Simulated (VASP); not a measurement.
# BaS: relaxation of cell and atoms with PBE

BaS:

```
CELL_PARAMETERS angstrom
0.00000 3.19375 3.19375
3.19375 0.00000 3.19375
3.19375 3.19375 0.00000
ATOMIC_POSITIONS crystal
Ba 0.00000 0.00000 0.00000
S 0.50000 0.50000 0.50000
```

```json
{"Program": "VASP 6.6.1", "Task": "relaxation of cell and atoms", "Functional": "PBE", "Potentials or basis": "VASP PAW PBE potentials, release 64 (Ba_sv, S)", "Cutoff": "600 eV", "k mesh": "6 × 6 × 6", "Occupations": "fermi-dirac, width 0.02 eV", "Spin": "no spin polarisation", "Dipole correction": "no", "Further INCAR settings": "ALGO = Normal; EDIFF = 1e-07; IBRION = 2; EDIFFG = -0.005; NSW = 80; ISIF = 3"}
```

```yaml
Relaxed_volume: 33.65 Å³/atom
Relaxed_cell: a = 4.566 Å, b = 4.566 Å, c = 4.566 Å, α = 60.00°, β = 60.00°, γ = 60.00°
Space_group_after_relaxing_to_0.1_Å: Fm-3m (No. 225)
Energy_gained_by_relaxing: 4.7 meV/atom
Ionic_steps: 3
Pressure_after_relaxing: 0.0 GPa
Band_gap_on_the_k_mesh: 2.16 eV (least direct gap 2.31 eV)
```

Step by step:
```tsv
step	energy change (eV)	largest force (eV/Å)	pressure (GPa)	volume (Å³)
1	0.0000	0.0000	1.44	65.15
2	-0.0086	0.0000	-0.39	67.95
3	-0.0094	0.0000	0.00	67.30
```

Final structure:
```
CELL_PARAMETERS angstrom
0.00000 3.22839 3.22839
3.22839 0.00000 3.22839
3.22839 3.22839 0.00000
ATOMIC_POSITIONS crystal
Ba 0.00000 0.00000 0.00000
S 0.50000 0.50000 0.50000
```

Levels at points of the mesh, in eV from the valence-band top:
```
           k point  band 6  band 7  band 8  band 9  band 10  band 11
(0.00, 0.00, 0.00)    0.00    0.00    0.00    3.44     3.86     3.86
(0.50, 0.00, 0.00)   -1.87   -1.03   -1.03    5.43     5.59     6.18
(0.50, 0.50, 0.00)   -0.56   -0.15   -0.15    2.16     5.83     5.85
```

It took 59 s on 1 thread of Intel Xeon 8259CL (shared host), peak memory 0.21 GiB.

Caveat: spin-orbit coupling is left out, which moves the levels of the heavy elements. Zero-point motion and thermal expansion aren't in these numbers.
